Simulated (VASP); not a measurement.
Bi, 2 atoms in the cell. It takes space group P6_3/mmc (No. 194, hexagonal). The conventional cell has a = 4.539 Å, b = 4.539 Å, c = 11.474 Å, α = 90.00°, β = 90.00°, γ = 120.00°. This isn't the form of Bi at room conditions, which is rhombohedral. This cell differs from its parent crystal: zz strain of -3 %.

| Quantity | Value |
| --- | --- |
| Program | VASP 6.6.1 |
| Task | electric field gradients |
| Functional | PBEsol |
| Potentials or basis | VASP PAW PBE potentials, release 64 (Bi_d) |
| Cutoff | 520 eV |
| k mesh | 9 × 9 × 3 |
| Occupations | fermi-dirac, width 0.03 eV |
| Spin | no spin polarisation |
| Dipole correction | no |
| Further INCAR settings | ALGO = Normal; EDIFF = 1e-08; NBANDS = 22 |

Potentials or basis: VASP PAW PBE potentials, release 64 (Bi_d).

Command:

```bash
$ cat potpaw_PBE.64/Bi_d/POTCAR > POTCAR
$ mpirun -np 1 vasp_std > vasp.out
```

Hardware: 1 thread of Intel(R) Xeon(R) Platinum 8259CL CPU @ 2.50GHz (Skylake/Cascade Lake), with other jobs on the host.

Question: How long does it take, and how much memory?

Answer: Run time: 97 s on 1 thread of Intel(R) Xeon(R) Platinum 8259CL CPU @ 2.50GHz (Skylake/Cascade Lake), with other jobs on the host, peak memory 0.36 GiB. Counts: scf iterations 15, k points 24.
